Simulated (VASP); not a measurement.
# W16C in VASP: a series of runs

W16C is run at these levels: PBE; tasks: single point.

Program: VASP 6.6.1. These are calculated values, not measurements. Logs are shortened: lines on timing, memory, paths and dates and some standing lists are left out, and cuts for length are marked.

### Step 1. The cell of the first run

The cell holds a slab with vacuum, 17 atoms: a = 6.367 Å, b = 6.367 Å, c = 20.143 Å, α = 90.00°, β = 90.00°, γ = 90.00°.

### Step 2. Single point, PBE

File INCAR:

```
SYSTEM = W16C
PREC = Accurate
ENCUT = 520
EDIFF = 1E-6
ISMEAR = 0
SIGMA = 0.1
LREAL = Auto
LASPH = .TRUE.
NELM = 80
ALGO = Fast
ISIF = 2
LWAVE = .FALSE.
LCHARG = .FALSE.
LDIPOL = .TRUE.
IDIPOL = 3
DIPOL = 0.5 0.5 0.328
GGA = PE
NBANDS = 128
```

File KPOINTS:

```
regular mesh
0
G
  4 4 1
  0 0 0
```

File POSCAR:

```
W16C
1.0
    6.3673983413      0.0000000000      0.0000000000
    0.0000000000      6.3673983413      0.0000000000
    0.0000000000      0.0000000000     20.1425775435
W C
16 1
Direct
    0.2500000000      0.2500000000      0.1985843168
    0.2500000000      0.7500000000      0.1985843168
    0.7500000000      0.2500000000      0.1985843168
    0.7500000000      0.7500000000      0.1985843168
    0.0000000000      0.0000000000      0.2776134074
    0.0000000000      0.5000000000      0.2776134074
    0.5000000000      0.0000000000      0.2776134074
    0.5000000000      0.5000000000      0.2776134074
    0.2500000000      0.2500000000      0.3599451791
    0.2500000000      0.7500000000      0.3599451791
    0.7500000000      0.2500000000      0.3599451791
    0.7500000000      0.7500000000      0.3599451791
    0.0000000000      0.0000000000      0.4290700892
    0.0000000000      0.5000000000      0.4290700892
    0.5000000000      0.0000000000      0.4290700892
    0.5000000000      0.5000000000      0.4290700892
    0.0000000000      0.1250000000      0.5107558990
```

Potentials or basis: VASP PAW PBE potentials, release 64 (W_sv, C).

Command:

```bash
> cat potpaw_PBE.64/W_sv/POTCAR potpaw_PBE.64/C/POTCAR > POTCAR
> mpirun -np 1 vasp_std > vasp.out
```

OUTCAR:

```text
SYSTEM = W16C
   PREC = Accurate
   ENCUT = 520
   EDIFF = 1E-6
   ISMEAR = 0
   LREAL = Auto
   LASPH = .TRUE.
   NELM = 80
   ISIF = 2
   GGA = PE

 ion  position               nearest neighbor table
   1  0.250  0.250  0.199-   5 2.76   6 2.76   7 2.76   8 2.76   2 3.18   3 3.18   2 3.18   3 3.18
                             9 3.25
   2  0.250  0.750  0.199-   5 2.76   6 2.76   7 2.76   8 2.76   1 3.18   4 3.18   1 3.18   4 3.18
                            10 3.25
   3  0.750  0.250  0.199-   5 2.76   6 2.76   7 2.76   8 2.76   1 3.18   4 3.18   4 3.18   1 3.18
                            11 3.25
   4  0.750  0.750  0.199-   5 2.76   6 2.76   7 2.76   8 2.76   2 3.18   3 3.18   3 3.18   2 3.18
                            12 3.25
   5  0.000  0.000  0.278-   1 2.76   2 2.76   3 2.76   4 2.76   9 2.80  10 2.80  11 2.80  12 2.80
                            13 3.05   7 3.18   6 3.18   6 3.18   7 3.18
   6  0.000  0.500  0.278-   1 2.76   2 2.76   3 2.76   4 2.76   9 2.80  10 2.80  11 2.80  12 2.80
                            14 3.05   8 3.18   5 3.18   5 3.18   8 3.18
   7  0.500  0.000  0.278-   1 2.76   2 2.76   3 2.76   4 2.76   9 2.80  10 2.80  11 2.80  12 2.80
                            15 3.05   8 3.18   5 3.18   8 3.18   5 3.18
   8  0.500  0.500  0.278-   1 2.76   2 2.76   3 2.76   4 2.76   9 2.80  10 2.80  11 2.80  12 2.80
                            16 3.05   7 3.18   6 3.18   7 3.18   6 3.18
   9  0.250  0.250  0.360-  13 2.65  14 2.65  15 2.65  16 2.65   5 2.80   6 2.80   7 2.80   8 2.80
                            10 3.18  11 3.18  10 3.18  11 3.18   1 3.25
  10  0.250  0.750  0.360-  13 2.65  14 2.65  15 2.65  16 2.65   5 2.80   6 2.80   7 2.80   8 2.80
                             9 3.18  12 3.18   9 3.18  12 3.18   2 3.25
  11  0.750  0.250  0.360-  13 2.65  14 2.65  15 2.65  16 2.65   5 2.80   6 2.80   7 2.80   8 2.80
                             9 3.18  12 3.18  12 3.18   9 3.18   3 3.25
  12  0.750  0.750  0.360-  13 2.65  14 2.65  15 2.65  16 2.65   5 2.80   6 2.80   7 2.80   8 2.80
                            10 3.18  11 3.18  11 3.18  10 3.18   4 3.25
  13  0.000  0.000  0.429-  17 1.83  10 2.65  11 2.65  12 2.65   9 2.65   5 3.05  15 3.18  14 3.18
                            14 3.18  15 3.18
  14  0.000  0.500  0.429-   9 2.65  10 2.65  11 2.65  12 2.65   6 3.05  13 3.18  16 3.18  13 3.18
                            16 3.18
  15  0.500  0.000  0.429-   9 2.65  10 2.65  11 2.65  12 2.65   7 3.05  13 3.18  16 3.18  16 3.18
                            13 3.18
  16  0.500  0.500  0.429-   9 2.65  10 2.65  11 2.65  12 2.65   8 3.05  14 3.18  15 3.18  15 3.18
                            14 3.18
  17  0.000  0.125  0.511-  13 1.83

  LATTYP: Found a simple tetragonal cell.
 ALAT       =     6.3673983413
 C/A-ratio  =     3.1633920895

  Lattice vectors:

 A1 = (   6.3673983413,   0.0000000000,   0.0000000000)
 A2 = (   0.0000000000,   6.3673983413,   0.0000000000)
 A3 = (   0.0000000000,   0.0000000000,  20.1425775435)

Analysis of symmetry for initial positions (statically):
[... 162 lines left out ...]
  Thomas-Fermi vector in A             =   2.205670
   LORBIT       =      0    0 simple, 1 ext, 2 COOP (PROOUT), +10 PAW based schemes
   GGA     = PE    functional components
   LHFCALC =     F    Hartree Fock is set to
   AEXX    =    0.0000 exact exchange contribution
   IVDW    =     0    specifies the selected vdW correction
   LEPSILON=     F    determine dielectric tensor
   LRPA    =     F    only Hartree local field effects (RPA)
 non-spin polarized calculation
 RMM-DIIS sequential band-by-band and
 Gauss-broadening in eV      SIGMA  =   0.10
  energy-cutoff  :      520.00
  volume of cell :      816.66
 maximum number of plane-waves:     22040
   NGX = 23   NGY = 23   NGZ = 75

 dipolmoment           0.000000      0.000000     -0.164092 electrons x Angstroem

 number of electron     227.9999966 magnetization

 dipolmoment           0.000000      0.000000      0.200317 electrons x Angstroem

 Free energy of the ion-electron system (eV)
  ---------------------------------------------------
  ext. energy  EPLUGINS =         0.00000000
  ---------------------------------------------------
  free energy    TOTEN  =      -192.71256962 eV

  energy without entropy =     -192.61191526  energy(sigma->0) =     -192.66224244

 E-fermi :   0.5308     XC(G=0):  -5.5534

 val. band max:        0.5291854631   @ k =   0.0000   0.2500   0.0000
 cond. band min:       0.5334713438   @ k =   0.5000   0.2500   0.0000
 fundamental gap:      0.0042858808
 Fermi energy:         0.5307799021

 k-point     1 :       0.0000    0.0000    0.0000
  band No.  band energies     occupation
      1     -73.3678      2.00000
      2     -73.3077      2.00000
      3     -73.2992      2.00000
      4     -73.2976      2.00000
      5     -73.2954      2.00000
      6     -73.2874      2.00000
[... 1150 lines left out ...]
    125       1.7228      0.00000
    126       1.9770      0.00000
 [bands above 126 left out]

------------------------ aborting loop because EDIFF is reached ----------------------------------------

 vacuum level on the upper side and lower side of the slab       (xc-potential included)         0.256        -0.599

  FORCE on cell =-STRESS in cart. coord.  units (eV):
  Direction    XX          YY          ZZ          XY          YZ          ZX
  --------------------------------------------------------------------------------------
  -------------------------------------------------------------------------------------
  Total      -21.4176097    -22.3190594     -9.6316054      0.0000000      2.3130282      0.0000000
  in kB      -42.0186890    -43.7872213    -18.8960129      0.0000000      4.5378740      0.0000000
  external PRESSURE =     -34.9006411 kB  Pullay stress =       0.0000000 kB

 VOLUME and BASIS-vectors are now :
 -----------------------------------------------------------------------------
  energy-cutoff  :      520.00
  volume of cell :      816.66
      direct lattice vectors                 reciprocal lattice vectors
     6.367398341  0.000000000  0.000000000     0.157050014  0.000000000  0.000000000
     0.000000000  6.367398341  0.000000000     0.000000000  0.157050014  0.000000000
     0.000000000  0.000000000 20.142577543     0.000000000  0.000000000  0.049646079

 POSITION                                       TOTAL-FORCE (eV/Angst)
 -----------------------------------------------------------------------------------
      1.59185      1.59185      4.00000         0.014008     -0.008760      2.090725
      1.59185      4.77555      4.00000         0.012605     -0.059114      2.085702
      4.77555      1.59185      4.00000        -0.014008     -0.008760      2.090725
      4.77555      4.77555      4.00000        -0.012605     -0.059114      2.085702
      0.00000      0.00000      5.59185         0.000000      0.204889     -2.476325
      0.00000      3.18370      5.59185         0.000000     -0.051128     -2.057633
[... 9 lines left out ...]
      3.18370      3.18370      8.64258         0.000000     -0.105057     -0.602617
      0.00000      0.79592     10.28794         0.000000      1.538908      0.105522
 -----------------------------------------------------------------------------------
    total drift:                                0.000000     -0.000289     -0.000782

  FREE ENERGIE OF THE ION-ELECTRON SYSTEM (eV)
  ---------------------------------------------------
  free  energy   TOTEN  =      -192.7125696224 eV

  energy  without entropy=     -192.6119152586  energy(sigma->0) =     -192.66224244

 vacuum level on the upper side and lower side of the slab         5.452         4.556
```

OSZICAR:

```text
N       E                     dE             d eps       ncg     rms          rms(c)
DAV:   1     0.286499765076E+04    0.28650E+04   -0.14119E+05  2944   0.168E+03
DAV:   2    -0.611512135407E+02   -0.29261E+04   -0.28868E+04  2592   0.521E+02
DAV:   3    -0.202594214176E+03   -0.14144E+03   -0.13666E+03  2808   0.109E+02
[... 25 lines left out ...]
RMM:  29    -0.192712518215E+03   -0.21929E-04   -0.10754E-05  1909   0.321E-03    0.273E-03
RMM:  30    -0.192712537839E+03   -0.19624E-04   -0.52400E-06  1722   0.206E-03    0.181E-03
RMM:  31    -0.192712553420E+03   -0.15581E-04   -0.28721E-06  1399   0.156E-03    0.107E-03
RMM:  32    -0.192712561843E+03   -0.84230E-05   -0.15162E-06  1130   0.121E-03    0.127E-03
RMM:  33    -0.192712568873E+03   -0.70306E-05   -0.99216E-07  1032   0.108E-03    0.544E-04
RMM:  34    -0.192712569622E+03   -0.74918E-06   -0.42660E-07   712   0.840E-04
   1 F= -.19271257E+03 E0= -.19266224E+03  d E =-.100654E+00
```

Run time: 64 min. Hardware: 1 thread of Oxide Virtual Turin-like, shared host; peak memory 1 GiB.

Results:

```yaml
Free_energy: -192.7126 eV
Largest_force: 2.485 eV/Å
Band_gap_on_the_k_mesh: zero (bands 114 and 115 overlap by 0.38 eV)
```

Forces on the atoms (eV/Å):
```
W    0.014 -0.009  2.091
W    0.013 -0.059  2.086
W   -0.014 -0.009  2.091
W   -0.013 -0.059  2.086
W    0.000  0.205 -2.476
W    0.000 -0.051 -2.058
W    0.000  0.143 -2.062
W    0.000  0.071 -2.199
W    0.699  0.581 -0.639
W    0.923 -0.678 -0.193
W   -0.699  0.581 -0.639
W   -0.923 -0.678 -0.193
W    0.000 -0.479  1.262
W    0.000 -0.947  1.151
W    0.000 -0.045  0.190
W    0.000 -0.105 -0.603
C    0.000  1.539  0.106
```

Caveat: spin-orbit coupling is left out, which moves the levels of the heavy elements.

### Step 3. Single point, PBE

File INCAR:

```
  PREC = Accurate
  ENCUT = 520
  EDIFF = 1E-6
  ISMEAR = 0
  SIGMA = 0.1
  LREAL = Auto
  LASPH = T
  NELM = 100
  ALGO = Fast
  ISIF = 2
  LWAVE = F
  LCHARG = F
  LDIPOL = T
  IDIPOL = 3
  DIPOL = 0.5 0.5 0.325
  GGA = PE
  NBANDS = 128
```

File KPOINTS:

```
Automatic mesh
0
Gamma
  4 4 1
```

Edit POSCAR of step 2 so:

```diff
@@ -24,2 +24,2 @@
     0.5000000000      0.5000000000      0.4290700892
-    0.0000000000      0.1250000000      0.5107558990
+    0.1250000000      0.2500000000      0.4713803548
```

Potentials or basis: VASP PAW PBE potentials, release 64 (W_sv, C).

Command:

```bash
> cat potpaw_PBE.64/W_sv/POTCAR potpaw_PBE.64/C/POTCAR > POTCAR
> mpirun -np 1 vasp_std > vasp.out
```

OUTCAR:

```text
PREC = Accurate
   ENCUT = 520
   EDIFF = 1E-6
   ISMEAR = 0
   LREAL = Auto
   LASPH = T
   NELM = 100
   ISIF = 2
   GGA = PE

 ion  position               nearest neighbor table
   1  0.250  0.250  0.199-   5 2.76   6 2.76   7 2.76   8 2.76   2 3.18   3 3.18   2 3.18   3 3.18
                             9 3.25
   2  0.250  0.750  0.199-   5 2.76   6 2.76   7 2.76   8 2.76   1 3.18   4 3.18   1 3.18   4 3.18
                            10 3.25
   3  0.750  0.250  0.199-   5 2.76   6 2.76   7 2.76   8 2.76   1 3.18   4 3.18   4 3.18   1 3.18
                            11 3.25
[... 1412 lines left out ...]
  external PRESSURE =     -33.4430524 kB  Pullay stress =       0.0000000 kB

 VOLUME and BASIS-vectors are now :
 -----------------------------------------------------------------------------
  energy-cutoff  :      520.00
  volume of cell :      816.66
      direct lattice vectors                 reciprocal lattice vectors
     6.367398341  0.000000000  0.000000000     0.157050014  0.000000000  0.000000000
     0.000000000  6.367398341  0.000000000     0.000000000  0.157050014  0.000000000
     0.000000000  0.000000000 20.142577543     0.000000000  0.000000000  0.049646079

 POSITION                                       TOTAL-FORCE (eV/Angst)
 -----------------------------------------------------------------------------------
      1.59185      1.59185      4.00000         0.037593      0.000000      2.209493
      1.59185      4.77555      4.00000         0.045887      0.000000      2.008221
      4.77555      1.59185      4.00000        -0.115336      0.000000      2.060668
      4.77555      4.77555      4.00000         0.022951      0.000000      2.122183
      0.00000      0.00000      5.59185         0.009321     -0.078129     -2.022412
      0.00000      3.18370      5.59185         0.009321      0.078129     -2.022412
[... 9 lines left out ...]
      3.18370      3.18370      8.64258        -0.025072     -0.314375      0.190113
      0.79592      1.59185      9.49482         2.145121      0.000000      0.055328
 -----------------------------------------------------------------------------------
    total drift:                               -0.000777      0.000000      0.001117

  FREE ENERGIE OF THE ION-ELECTRON SYSTEM (eV)
  ---------------------------------------------------
  free  energy   TOTEN  =      -195.4340418517 eV

  energy  without entropy=     -195.3438910021  energy(sigma->0) =     -195.38896643

 vacuum level on the upper side and lower side of the slab         5.023         4.788
```

OSZICAR:

```text
N       E                     dE             d eps       ncg     rms          rms(c)
DAV:   1     0.287637575001E+04    0.28764E+04   -0.14129E+05  2936   0.168E+03
DAV:   2    -0.623482146301E+02   -0.29387E+04   -0.28984E+04  2584   0.522E+02
DAV:   3    -0.205846258545E+03   -0.14350E+03   -0.13911E+03  2920   0.110E+02
[... 26 lines left out ...]
RMM:  30    -0.195434024317E+03   -0.36006E-04   -0.45973E-06  1655   0.186E-03    0.110E-03
RMM:  31    -0.195434032562E+03   -0.82454E-05   -0.18805E-06  1079   0.120E-03    0.499E-04
RMM:  32    -0.195434039369E+03   -0.68070E-05   -0.12677E-06  1057   0.116E-03    0.770E-04
RMM:  33    -0.195434040963E+03   -0.15941E-05   -0.57026E-07   737   0.868E-04    0.303E-04
RMM:  34    -0.195434041852E+03   -0.88836E-06   -0.39322E-07   664   0.800E-04
   1 F= -.19543404E+03 E0= -.19538897E+03  d E =-.901508E-01
```

It took 36 min on 1 thread of Oxide Virtual Turin-like, shared host; peak memory 1 GiB.

Results:

```yaml
Free_energy: -195.4340 eV
Largest_force: 2.231 eV/Å
Band_gap_on_the_k_mesh: zero (bands 114 and 115 overlap by 0.20 eV)
```

Forces in eV/Å, atoms in the order of the input:
```
W    0.038  0.000  2.209
W    0.046  0.000  2.008
W   -0.115  0.000  2.061
W    0.023  0.000  2.122
W    0.009 -0.078 -2.022
W    0.009  0.078 -2.022
W    0.177 -0.083 -2.222
W    0.177  0.083 -2.222
W    0.654  0.000 -0.853
W    0.513  0.000 -0.536
W   -0.843  0.000 -0.766
W   -1.286  0.000 -0.758
W   -0.749  0.428  1.283
W   -0.749 -0.428  1.283
W   -0.025  0.314  0.190
W   -0.025 -0.314  0.190
C    2.145  0.000  0.055
```

Levels at points of the mesh, in eV from the Fermi level:
```csv
k point,band 112,band 113,band 114,band 115,band 116,band 117,band 118,band 119
"(0.00, 0.00, 0.00)",-0.20,0.09,0.09,0.35,0.49,0.63,0.84,0.96
"(0.50, 0.00, 0.00)",-0.17,-0.15,-0.13,-0.05,0.29,0.63,0.72,0.76
"(0.00, 0.50, 0.00)",-0.17,-0.14,-0.10,-0.06,0.03,0.53,0.77,0.79
"(0.50, 0.50, 0.00)",-0.17,-0.14,-0.05,-0.04,-0.03,-0.02,0.28,0.40
```

Caveat: spin-orbit coupling is left out, which moves the levels of the heavy elements.

### Step 4. Single point, PBE

File INCAR:

```
SYSTEM = W16C
  PREC = Accurate
  ENCUT = 520
  EDIFF = 1E-6
  ISMEAR = 0
  SIGMA = 0.1
  LREAL = Auto
  LASPH = .True.
  NELM = 100
  ALGO = Fast
  ISIF = 2
  LWAVE = .False.
  LCHARG = .True.
  LDIPOL = .True.
  IDIPOL = 3
  DIPOL = 0.5 0.5 0.325
  GGA = PE
  LELF = .True.
  LVHAR = .True.
  LVACPOTAV = .True.
  NBANDS = 128
```

File KPOINTS:

```
Automatic mesh
0
Gamma
  4 4 1
  0 0 0
```

Edit POSCAR of step 3 so:

```diff
@@ -24,2 +24,2 @@
     0.5000000000      0.5000000000      0.4290700892
-    0.1250000000      0.2500000000      0.4713803548
+    0.1875000000      0.2500000000      0.4643184565
```

Command:

```bash
> cat potpaw_PBE.64/W_sv/POTCAR potpaw_PBE.64/C/POTCAR > POTCAR
> mpirun -np 1 vasp_std > vasp.out
```

Run time: 50 min. Hardware: 1 thread of Oxide Virtual Turin-like, shared host; peak memory 1 GiB.

The run converged. Its results:

```yaml
Free_energy: -196.0282 eV
Largest_force: 2.815 eV/Å
Band_gap_on_the_k_mesh: zero (bands 114 and 115 overlap by 0.22 eV)
```

Forces on the atoms (eV/Å):
```
W   -0.024  0.000  2.141
W    0.078  0.000  2.000
W   -0.082  0.000  2.039
W   -0.023  0.000  2.042
W   -0.012 -0.096 -1.997
W   -0.012  0.096 -1.997
W    0.193 -0.102 -2.194
W    0.193  0.102 -2.194
W    0.663  0.000 -2.736
W    0.137  0.000 -0.460
W   -0.475  0.000 -0.532
W   -0.662  0.000 -0.784
W    0.193  0.839  1.600
W    0.193 -0.839  1.600
W   -0.532  0.647  0.704
W   -0.532 -0.647  0.704
C    0.704  0.000  0.065
```

Levels at points of the mesh, in eV from the Fermi level:
```
           k point  band 111  band 112  band 113  band 114  band 115  band 116  band 117  band 118  band 119  band 120
(0.00, 0.00, 0.00)     -0.25     -0.19      0.03      0.06      0.36      0.38      0.51      0.83      0.97      1.14
(0.50, 0.00, 0.00)     -0.21     -0.18     -0.15     -0.08     -0.05      0.07      0.55      0.77      0.83      0.84
(0.00, 0.50, 0.00)     -0.20     -0.15     -0.14     -0.09     -0.03     -0.03      0.51      0.78      0.84      0.84
(0.50, 0.50, 0.00)     -0.57     -0.18     -0.14     -0.04     -0.04     -0.02     -0.02      0.33      0.37      0.46
```

Caveat: spin-orbit coupling is left out, which moves the levels of the heavy elements.

### Step 5. The runs side by side

```tsv
cell	gap on the mesh (eV)	largest force (eV/Å)
as given, atomic positions A	none	2.48
as given, atomic positions B	none	2.23
as given, atomic positions C	none	2.82
```

Alike in all rows: task single point; level PBE; potentials or basis VASP PAW PBE potentials, release 64 (W_sv, C); no spin polarisation; k mesh 4 × 4 × 1; cutoff (eV) 520; smearing gaussian 0.1 eV.

Caveats: spin-orbit coupling is left out, which moves the levels of the heavy elements.

Total energies depend on the potentials used, so only differences within one code and one set of settings carry meaning.

The gap in the log of VASP goes by the Fermi energy; the results here count the filled bands.